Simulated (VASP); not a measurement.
Nb2C3, 5 atoms in the cell. It takes space group Pm-3m (No. 221, cubic). The conventional cell has a = 4.269 Å, b = 4.269 Å, c = 4.269 Å, α = 90.00°, β = 90.00°, γ = 90.00°. Nb (site symmetry m-3m) has 12 C at 3.02 Å and 8 Nb at 3.70 Å within 4.0 Å. Within 2.8 Å of Nb (site symmetry m-3m) lie 6 C at 2.13 Å. C (site symmetry 4/mmm) has 2 Nb at 2.13 Å within 2.8 Å. 

| Item | Value |
| --- | --- |
| Program | VASP 6.6.1 |
| Task | single point |
| Functional | PBE |
| Potentials or basis | VASP PAW PBE potentials, release 64 (Nb_sv, C) |
| Cutoff | 520 eV |
| k mesh | 4 × 4 × 4 |
| Occupations | gaussian, width 0.1 eV |
| Spin | no spin polarisation |
| Dipole correction | no |
| Further INCAR settings | ALGO = Normal; EDIFF = 1e-07; NBANDS = 27 |

Potentials or basis: VASP PAW PBE potentials, release 64 (Nb_sv, C).

The run is started by

```sh
$ cat potpaw_PBE.64/Nb_sv/POTCAR potpaw_PBE.64/C/POTCAR > POTCAR
$ mpirun -np 1 vasp_std > vasp.out
```

Hardware: 1 thread of Intel Xeon 6975P-C, on a shared host.

Question: Estimate the wall time of this run.

Answer: Run time: 22 s on 1 thread of Intel Xeon 6975P-C, with other jobs on the host, peak memory 0.18 GiB. Counts: scf iterations 19, k points 10.
